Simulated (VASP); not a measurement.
## Mo: single point with LDA

Mo, a slab with vacuum:

```xyz
3
Lattice="2.6977 0.0000 0.0000 -0.8992 2.5434 0.0000 0.0000 0.0000 16.4053" Properties=species:S:1:pos:R:3 pbc="T T T"
Mo    0.0000    0.0000    6.0864
Mo    0.8992    1.2717    8.2026
Mo    0.0000    0.0000   10.3189
```

```json
{
  "Program": "VASP 6.6.1",
  "Task": "single point",
  "Functional": "LDA",
  "Potentials or basis": "VASP PAW LDA potentials, release 64 (Mo_sv)",
  "Cutoff": "520 eV",
  "k mesh": "16 × 16 × 1",
  "Occupations": "methfessel-paxton, width 0.1 eV",
  "Spin": "no spin polarisation"
}
```

```yaml
Largest_force: 0.067 eV/Å
Band_gap_on_the_k_mesh: zero (bands 21 and 22 overlap by 2.09 eV)
```

Forces on the atoms (eV/Å):
```
Mo   0.000  0.000 -0.067
Mo   0.000  0.000  0.000
Mo   0.000  0.000  0.067
```

Levels at points of the mesh, in eV from the Fermi level:
```csv
k point,band 18,band 19,band 20,band 21,band 22,band 23,band 24,band 25
"(0.00, 0.00, 0.00)",-1.51,-1.41,-1.28,-0.93,-0.19,1.35,1.40,1.59
"(0.50, 0.00, 0.00)",-2.61,-0.98,0.32,1.32,1.70,1.79,2.03,2.37
"(0.50, 0.50, 0.00)",-2.90,-0.25,0.30,0.84,1.41,2.87,3.06,3.22
```

It took 9.4 min on 1 thread of AMD EPYC 7R13, with other jobs on the host, peak memory 0.26 GiB.

Caveat: there is no dipole correction, which matters where the two faces differ.
